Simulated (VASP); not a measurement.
# B (R-3m) in VASP: further runs

B is run at these levels: r2SCAN; tasks: single point, relaxation of cell and atoms.

Everything below comes from runs of VASP 6.6.1. Logs are shortened: lines on timing, memory, paths and dates and some standing lists are left out, and cuts for length are marked.

## (1) The cell of the first run

The structure is trigonal, space group R-3m (No. 166). Conventional cell: a = 4.899 Å, b = 4.899 Å, c = 12.513 Å, α = 90.00°, β = 90.00°, γ = 120.00°. Within 2.2 Å of B (site symmetry m) lie 6 B at 1.67 to 1.80 Å. Within 2.4 Å of B (site symmetry m) lie 7 B at 1.77 to 2.02 Å.

## (2) Single point, r2SCAN

Contents of POSCAR:

```
B
1.0
    2.4495216045      1.4142319577      4.1710813794
   -2.4495216045      1.4142319577      4.1710813794
    0.0000000000     -2.8284639154      4.1710813794
B
12
Direct
    0.0098385657      0.6544402899      0.0098385657
    0.0098385657      0.0098385657      0.6544402899
    0.6544402899      0.0098385657      0.0098385657
    0.9901614343      0.3455597101      0.9901614343
    0.3455597101      0.9901614343      0.9901614343
    0.9901614343      0.9901614343      0.3455597101
    0.2204860271      0.6317957864      0.2204860271
    0.2204860271      0.2204860271      0.6317957864
    0.6317957864      0.2204860271      0.2204860271
    0.7795139729      0.3682042136      0.7795139729
    0.3682042136      0.7795139729      0.7795139729
    0.7795139729      0.7795139729      0.3682042136
```

Contents of INCAR.step1:

```
SYSTEM = B
PREC     = Accurate       ! precision mode
ENCUT    = 520            ! plane-wave cutoff, eV
ISMEAR   = -1             ! smearing method
SIGMA    = 0.05           ! smearing width, eV
LREAL    = .False.        ! projectors in reciprocal space
LASPH    = .True.         ! aspherical terms in the spheres
NELM     = 60             ! most SCF steps
NBANDS   = 30             ! bands
GGA      = PE             ! functional
ALGO     = Normal         ! electronic algorithm
EDIFF    = 1E-4           ! SCF threshold, eV
LWAVE    = .True.         ! write WAVECAR
LCHARG   = .False.        ! write CHGCAR
```

Contents of INCAR.step2:

```
SYSTEM = B
PREC     = Accurate       ! precision mode
ENCUT    = 520            ! plane-wave cutoff, eV
EDIFF    = 1E-6           ! SCF threshold, eV
ISMEAR   = -1             ! smearing method
SIGMA    = 0.05           ! smearing width, eV
LREAL    = .False.        ! projectors in reciprocal space
LASPH    = .True.         ! aspherical terms in the spheres
NELM     = 60             ! most SCF steps
ALGO     = Normal         ! electronic algorithm
ISIF     = 2              ! what is computed and relaxed
LWAVE    = .False.        ! write WAVECAR
LCHARG   = .False.        ! write CHGCAR
METAGGA  = R2SCAN         ! meta-GGA
LMIXTAU  = .True.       
NBANDS   = 30             ! bands
ISTART   = 1
```

Contents of KPOINTS:

```
regular mesh
0
Gamma
  4 4 4
  0 0 0
```

Potentials or basis: VASP PAW PBE potentials, release 64 (B).

The run is started by

```console
cat potpaw_PBE.64/B/POTCAR > POTCAR
cp INCAR.step1 INCAR
mpirun -np 1 vasp_std > vasp.out
cp INCAR.step2 INCAR
mpirun -np 1 vasp_std > vasp.out
```

OUTCAR:

```text
SYSTEM = B
   PREC = Accurate
   ENCUT = 520
   EDIFF = 1E-6
   ISMEAR = -1
   LREAL = .False.
   LASPH = .True.
   NELM = 60
   ISIF = 2
   METAGGA = R2SCAN
   ISTART = 1

 ion  position               nearest neighbor table
   1  0.010  0.654  0.010-   4 1.67   2 1.74   3 1.74   7 1.79  11 1.80  12 1.80
   2  0.010  0.010  0.654-   6 1.67   3 1.74   1 1.74   8 1.79  10 1.80  11 1.80
   3  0.654  0.010  0.010-   5 1.67   2 1.74   1 1.74   9 1.79  10 1.80  12 1.80
   4  0.990  0.346  0.990-   1 1.67   6 1.74   5 1.74  10 1.79   9 1.80   8 1.80
   5  0.346  0.990  0.990-   3 1.67   6 1.74   4 1.74  11 1.79   7 1.80   8 1.80
   6  0.990  0.990  0.346-   2 1.67   4 1.74   5 1.74  12 1.79   9 1.80   7 1.80
   7  0.220  0.632  0.220-  11 1.77  12 1.77   1 1.79   5 1.80   6 1.80   8 2.02   9 2.02
   8  0.220  0.220  0.632-  10 1.77  11 1.77   2 1.79   4 1.80   5 1.80   7 2.02   9 2.02
   9  0.632  0.220  0.220-  10 1.77  12 1.77   3 1.79   4 1.80   6 1.80   8 2.02   7 2.02
  10  0.780  0.368  0.780-   9 1.77   8 1.77   4 1.79   3 1.80   2 1.80  12 2.02  11 2.02
  11  0.368  0.780  0.780-   7 1.77   8 1.77   5 1.79   1 1.80   2 1.80  12 2.02  10 2.02
  12  0.780  0.780  0.368-   7 1.77   9 1.77   6 1.79   3 1.80   1 1.80  10 2.02  11 2.02

  LATTYP: Found a trigonal (rhomboedric) cell.
 ALAT       =     5.0396555433
 COS(alpha) =     0.5275119417

  Lattice vectors:

 A1 = (   2.4495216045,   1.4142319577,   4.1710813794)
 A2 = (  -2.4495216045,   1.4142319577,   4.1710813794)
 A3 = (   0.0000000000,  -2.8284639154,   4.1710813794)

Analysis of symmetry for initial positions (statically):
=====================================================================
 Subroutine PRICEL returns:
 Original cell was already a primitive cell.

 Routine SETGRP: Setting up the symmetry group for a
 trigonal (rhombohedral) supercell.

 Subroutine GETGRP returns: Found 12 space group operations
 (whereof 12 operations were pure point group operations)
 out of a pool of 12 trial point group operations.

The static configuration has the point symmetry D_3d.

Analysis of symmetry for dynamics (positions and initial velocities):
=====================================================================
 Subroutine PRICEL returns:
 Original cell was already a primitive cell.

 Routine SETGRP: Setting up the symmetry group for a
 trigonal (rhombohedral) supercell.

 Subroutine GETGRP returns: Found 12 space group operations
 (whereof 12 operations were pure point group operations)
 out of a pool of 12 trial point group operations.

The dynamic configuration has the point symmetry D_3d.

 Subroutine INISYM returns: Found 12 space group operations
 (whereof 12 operations are pure point group operations),
 and found     1 'primitive' translations

----------------------------------------------------------------------------------------

                                     Primitive cell

  volume of cell :      86.6966

  direct lattice vectors                    reciprocal lattice vectors
     2.449521605  1.414231958  4.171081379     0.204121490  0.117849597  0.079915327
    -2.449521605  1.414231958  4.171081379    -0.204121490  0.117849597  0.079915327
     0.000000000 -2.828463915  4.171081379     0.000000000 -0.235699195  0.079915327

  length of vectors
     5.039655543  5.039655543  5.039655543     0.248878625  0.248878625  0.248878625

  position of ions in fractional coordinates (direct lattice)
     0.009838566  0.654440290  0.009838566
     0.009838566  0.009838566  0.654440290
     0.654440290  0.009838566  0.009838566
     0.990161434  0.345559710  0.990161434
     0.345559710  0.990161434  0.990161434
     0.990161434  0.990161434  0.345559710
     0.220486027  0.631795786  0.220486027
     0.220486027  0.220486027  0.631795786
     0.631795786  0.220486027  0.220486027
     0.779513973  0.368204214  0.779513973
     0.368204214  0.779513973  0.779513973
     0.779513973  0.779513973  0.368204214

  ion indices of the primitive-cell ions
   primitive index   ion index
                 1           1
                 2           2
                 3           3
                 4           4
                 5           5
                 6           6
                 7           7
                 8           8
                 9           9
                10          10
                11          11
                12          12

----------------------------------------------------------------------------------------

 KPOINTS: regular mesh

Automatic generation of k-mesh.
 Grid dimensions read from file:
 generate k-points for:    4    4    4

 Generating k-lattice:

  Cartesian coordinates                     Fractional coordinates (reciprocal lattice)
     0.051030373  0.029462399  0.019978832     0.250000000  0.000000000  0.000000000
    -0.051030373  0.029462399  0.019978832     0.000000000  0.250000000  0.000000000
     0.000000000 -0.058924799  0.019978832     0.000000000  0.000000000  0.250000000

  Length of vectors
     0.062219656  0.062219656  0.062219656

  Shift w.r.t. Gamma in fractional coordinates (k-lattice)
     0.000000000  0.000000000  0.000000000

 Subroutine IBZKPT returns following result:
 ===========================================

 Found     13 irreducible k-points:

 Following reciprocal coordinates:
            Coordinates               Weight
  0.000000  0.000000  0.000000      1.000000
  0.250000  0.000000 -0.000000      6.000000
  0.500000  0.000000 -0.000000      3.000000
  0.250000  0.250000 -0.000000      6.000000
  0.500000  0.250000  0.000000     12.000000
 -0.250000  0.250000  0.000000      6.000000
  0.500000  0.500000 -0.000000      3.000000
  0.250000  0.250000  0.250000      2.000000
  0.500000  0.250000  0.250000      6.000000
 -0.250000  0.250000  0.250000      6.000000
  0.500000  0.500000  0.250000      6.000000
 -0.250000  0.500000  0.250000      6.000000
  0.500000  0.500000  0.500000      1.000000
   k-points           NKPTS =     13   k-points in BZ     NKDIM =     13   number of bands    NBANDS=     30
   number of dos      NEDOS =    301   number of ions     NIONS =     12
   total plane-waves  NPLWV =  64000
   dimension x,y,z NGX =    40 NGY =   40 NGZ =   40
   dimension x,y,z NGXF=    80 NGYF=   80 NGZF=   80
   ions per type =              12
   NGX,Y,Z   is equivalent  to a cutoff of  13.20, 13.20, 13.20 a.u.
   NGXF,Y,Z  is equivalent  to a cutoff of  26.39, 26.39, 26.39 a.u.
 SYSTEM =  B
   PREC   = accura    normal or accurate (medium, high low for compatibility)
   ISTART =      1    job   : 0-new  1-cont  2-samecut
   ICHARG =      0    charge: 1-file 2-atom 10-const
   ISPIN  =      1    spin polarized calculation?
   LNONCOLLINEAR =      F non collinear calculations
   LSORBIT =      F    spin-orbit coupling
   LASPH  =      T    aspherical Exc in radial PAW
   ENCUT  =  520.0 eV  38.22 Ry    6.18 a.u.   9.37  9.37  9.37*2*pi/ulx,y,z
   NELM   =     60;   NELMIN=  2; NELMDL=  0     # of ELM steps
   EDIFF  = 0.1E-05   stopping-criterion for ELM
   LREAL  =      F    real-space projection
   EDIFFG = 0.1E-04   stopping-criterion for IOM
   NSW    =      0    number of steps for IOM
   IBRION =     -1    ionic relax: 0-MD 1-quasi-New 2-CG
   NFREE  =      0    steps in history (QN), initial steepest desc. (CG)
   ISIF   =      2    stress and relaxation
   ISYM   =      2    0-nonsym 1-usesym 2-fastsym
   POTIM  = 0.5000    time-step for ionic-motion
   TEBEG  =    0.0;   TEEND  =   0.0 temperature during run
   PSTRESS=    0.0 pullay stress
   NELECT =      36.0000    total number of electrons
   NUPDOWN=      -1.0000    fix difference up-down
   EMIN   =  10.00;   EMAX   =-10.00  energy-range for DOS
   EFERMI =   0.00;   METHOD = LEGACY
   ISMEAR =    -1;   SIGMA  =   0.05  broadening in eV -4-tet -1-fermi 0-gaus
   EFERMI_NEDOS =   21; number of points for ismear=-14 and -15
   IALGO  =     38    algorithm
   IMIX   =      4    mixing-type and parameters
     AMIX     =   0.40;   BMIX     =  1.00
     AMIX_MAG =   1.60;   BMIX_MAG =  1.00
  volume/ion in A,a.u.               =       7.22        48.75
  Fermi-wavevector in a.u.,A,eV,Ry     =   1.221354  2.308025 20.295902  1.491707
  Thomas-Fermi vector in A             =   2.356540
   LORBIT       =      0    0 simple, 1 ext, 2 COOP (PROOUT), +10 PAW based schemes
   METAGGA = R2SCAN    functional components
   LHFCALC =     F    Hartree Fock is set to
   AEXX    =    0.0000 exact exchange contribution
   IVDW    =     0    specifies the selected vdW correction
   LEPSILON=     F    determine dielectric tensor
   LRPA    =     F    only Hartree local field effects (RPA)
 non-spin polarized calculation
  energy-cutoff  :      520.00
  volume of cell :       86.70
 maximum number of plane-waves:      2367
 NGX is ok and might be reduce to    40
   NGX = 19   NGY = 19   NGZ = 19

 number of electron      36.0000000 magnetization

 Free energy of the ion-electron system (eV)
  ---------------------------------------------------
  ext. energy  EPLUGINS =         0.00000000
  ---------------------------------------------------
  free energy    TOTEN  =       -88.11744838 eV

  energy without entropy =      -88.11744837  energy(sigma->0) =      -88.11744838

 E-fermi :   6.6882     XC(G=0): -12.3052

 val. band max:        5.9035723912   @ k =   0.5000   0.5000   0.5000
 cond. band min:       7.5458842816   @ k =   0.5000   0.5000  -0.0000
 fundamental gap:      1.6423118904
 Fermi energy:         6.6881999747

 k-point     1 :       0.0000    0.0000    0.0000
  band No.  band energies     occupation
      1     -11.2646      2.00000
      2      -5.2294      2.00000
      3      -4.9700      2.00000
      4      -4.9700      2.00000
      5      -3.6756      2.00000
      6      -3.0610      2.00000
[... 418 lines left out ...]
     29      14.6551      0.00000
     30      16.4871      0.00000

------------------------ aborting loop because EDIFF is reached ----------------------------------------

  FORCE on cell =-STRESS in cart. coord.  units (eV):
  Direction    XX          YY          ZZ          XY          YZ          ZX
  --------------------------------------------------------------------------------------
  -------------------------------------------------------------------------------------
  Total        0.1402625      0.1402625      0.0802544      0.0000000      0.0000000      0.0000000
  in kB        2.5920919      2.5920919      1.4831249      0.0000000      0.0000000      0.0000000
  external PRESSURE =       2.2224362 kB  Pullay stress =       0.0000000 kB

 VOLUME and BASIS-vectors are now :
 -----------------------------------------------------------------------------
  energy-cutoff  :      520.00
  volume of cell :       86.70
      direct lattice vectors                 reciprocal lattice vectors
     2.449521605  1.414231958  4.171081379     0.204121490  0.117849597  0.079915327
    -2.449521605  1.414231958  4.171081379    -0.204121490  0.117849597  0.079915327
     0.000000000 -2.828463915  4.171081379     0.000000000 -0.235699195  0.079915327

 POSITION                                       TOTAL-FORCE (eV/Angst)
 -----------------------------------------------------------------------------------
     -1.57897      0.91162      2.81180         0.012717     -0.007342     -0.011569
      0.00000     -1.82323      2.81180         0.000000      0.014684     -0.011569
      1.57897      0.91162      2.81180        -0.012717     -0.007342     -0.011569
      1.57897     -0.91162      9.70145        -0.012717      0.007342      0.011569
     -1.57897     -0.91162      9.70145         0.012717      0.007342      0.011569
      0.00000      1.82323      9.70145         0.000000     -0.014684      0.011569
     -1.00751      0.58169      4.47460         0.017244     -0.009956      0.006488
      0.00000     -1.16337      4.47460         0.000000      0.019912      0.006488
      1.00751      0.58169      4.47460        -0.017244     -0.009956      0.006488
      1.00751     -0.58169      8.03864        -0.017244      0.009956     -0.006488
     -1.00751     -0.58169      8.03864         0.017244      0.009956     -0.006488
      0.00000      1.16337      8.03864         0.000000     -0.019912     -0.006488
 -----------------------------------------------------------------------------------
    total drift:                                0.000000      0.000000      0.000000

  FREE ENERGIE OF THE ION-ELECTRON SYSTEM (eV)
  ---------------------------------------------------
  free  energy   TOTEN  =       -88.1174483832 eV

  energy  without entropy=      -88.1174483743  energy(sigma->0) =      -88.11744838
```

It took 3.1 min on 1 thread of Intel Xeon Platinum 8259CL at 2.50GHz (Skylake/Cascade Lake), shared host; peak memory 0.23 GiB.

What came out:

```
Free energy            : -88.1174 eV
Pressure               : 0.2 GPa
Largest force          : 0.021 eV/Å
Band gap on the k mesh : 1.64 eV (least direct gap 2.06 eV)
```

Forces on the atoms (eV/Å):
```
B    0.013 -0.007 -0.012
B    0.000  0.015 -0.012
B   -0.013 -0.007 -0.012
B   -0.013  0.007  0.012
B    0.013  0.007  0.012
B    0.000 -0.015  0.012
B    0.017 -0.010  0.006
B    0.000  0.020  0.006
B   -0.017 -0.010  0.006
B   -0.017  0.010 -0.006
B    0.017  0.010 -0.006
B    0.000 -0.020 -0.006
```

Caveat: the PAW data sets were made with another functional, which shifts forces and pressure a little. A k mesh can miss the band edges.

## (3) Relaxation of cell and atoms, r2SCAN

This run uses another cell than the first one, of 7.28 Å³/atom.

Contents of POSCAR:

```
B
1.0
    2.4540015844      1.4168184754      4.1890000000
   -2.4540015844      1.4168184754      4.1890000000
    0.0000000000     -2.8336369507      4.1890000000
B
12
Direct
    0.0104000000      0.6573000000      0.0104000000
    0.0104000000      0.0104000000      0.6573000000
    0.6573000000      0.0104000000      0.0104000000
    0.9896000000      0.3427000000      0.9896000000
    0.3427000000      0.9896000000      0.9896000000
    0.9896000000      0.9896000000      0.3427000000
    0.2206000000      0.6323000000      0.2206000000
    0.2206000000      0.2206000000      0.6323000000
    0.6323000000      0.2206000000      0.2206000000
    0.7794000000      0.3677000000      0.7794000000
    0.3677000000      0.7794000000      0.7794000000
    0.7794000000      0.7794000000      0.3677000000
```

Contents of INCAR.step1:

```
SYSTEM = B
ALGO = Normal
EDIFF = 1E-4
ENCUT = 600
GGA = PE
ISMEAR = -1
LASPH = .True.
LCHARG = .False.
LREAL = .False.
LWAVE = .True.
NELM = 80
PREC = Accurate
SIGMA = 0.05
```

Contents of INCAR.step2:

```
SYSTEM = B
ALGO = Normal
EDIFF = 1E-6
EDIFFG = -0.01
ENCUT = 600
IBRION = 2
ISIF = 3
ISMEAR = -1
ISTART = 1
LASPH = .True.
LCHARG = .False.
LMIXTAU = .True.
LREAL = .False.
LWAVE = .False.
METAGGA = R2SCAN
NELM = 80
NSW = 80
PREC = Accurate
SIGMA = 0.05
```

Contents of KPOINTS:

```
k-points
0
Gamma
  4 4 4
  0 0 0
```

Potentials or basis: VASP PAW PBE potentials, release 64 (B).

The run is started by

```console
cat potpaw_PBE.64/B/POTCAR > POTCAR
cp INCAR.step1 INCAR
mpirun -np 1 vasp_std > vasp.out
cp INCAR.step2 INCAR
mpirun -np 1 vasp_std > vasp.out
```

Wall time 11 min (1 thread of Intel Xeon Platinum 8259CL at 2.50GHz (Skylake/Cascade Lake), shared host); peak memory 0.26 GiB.

It converged, with:

* Free energy: -88.1330 eV
* Relaxed volume: 7.23 Å³/atom
* Relaxed cell: a = 5.041 Å, b = 5.041 Å, c = 5.041 Å, α = 58.17°, β = 58.17°, γ = 58.17°
* Space group after relaxing (to 0.1 Å): R-3m (No. 166)
* Energy gained by relaxing: 4.4 meV/atom
* Ionic steps: 7
* Pressure after relaxing: -0.1 GPa
* Largest force after relaxing: 0.010 eV/Å
* Band gap on the k mesh: 1.63 eV (least direct gap 2.04 eV)

Forces on the atoms (eV/Å):
```
B    0.004 -0.003 -0.002
B    0.000  0.005 -0.002
B   -0.004 -0.003 -0.002
B   -0.004  0.003  0.002
B    0.004  0.003  0.002
B    0.000 -0.005  0.002
B   -0.008  0.005 -0.002
B    0.000 -0.009 -0.002
B    0.008  0.005 -0.002
B    0.008 -0.005  0.002
B   -0.008 -0.005  0.002
B    0.000  0.009  0.002
```

Step by step:
```csv
step,energy change (eV),largest force (eV/Å),pressure (GPa),volume (Å³)
1,0.0000,0.8926,-1.20,87.39
2,0.0640,1.5366,-0.15,86.70
3,-0.0506,0.1217,-1.03,87.10
4,-0.0527,0.0468,0.56,86.57
5,-0.0532,0.0225,0.08,86.73
6,-0.0532,0.0224,0.05,86.74
7,-0.0533,0.0097,-0.05,86.76
```

Final structure:
```
B
1.0
     2.45019    1.41462    4.17162
    -2.45019    1.41462    4.17162
     0.00000   -2.82924    4.17162
B
12
Direct
  0.00984 0.65439 0.00984
  0.00984 0.00984 0.65439
  0.65439 0.00984 0.00984
  0.99016 0.34561 0.99016
  0.34561 0.99016 0.99016
  0.99016 0.99016 0.34561
  0.22060 0.63162 0.22060
  0.22060 0.22060 0.63162
  0.63162 0.22060 0.22060
  0.77940 0.36838 0.77940
  0.36838 0.77940 0.77940
  0.77940 0.77940 0.36838
```

Levels at points of the mesh, in eV from the valence-band top:
```
           k point  band 14  band 15  band 16  band 17  band 18  band 19  band 20  band 21  band 22  band 23
(0.00, 0.00, 0.00)    -4.64    -1.40    -0.92    -0.92    -0.38     1.66     4.89     4.89     5.10     5.10
(0.50, 0.00, 0.00)    -3.31    -2.74    -2.08    -1.78    -0.67     2.15     3.45     3.97     5.16     5.28
(0.50, 0.50, 0.00)    -3.33    -3.04    -2.77    -2.22    -2.08     1.63     2.92     3.05     3.78     5.77
(0.50, 0.50, 0.50)    -3.64    -3.08    -1.92    -1.92     0.00     2.88     3.00     3.00     5.31     5.31
```

Caveat: the PAW data sets were made with another functional, which shifts forces and pressure a little.
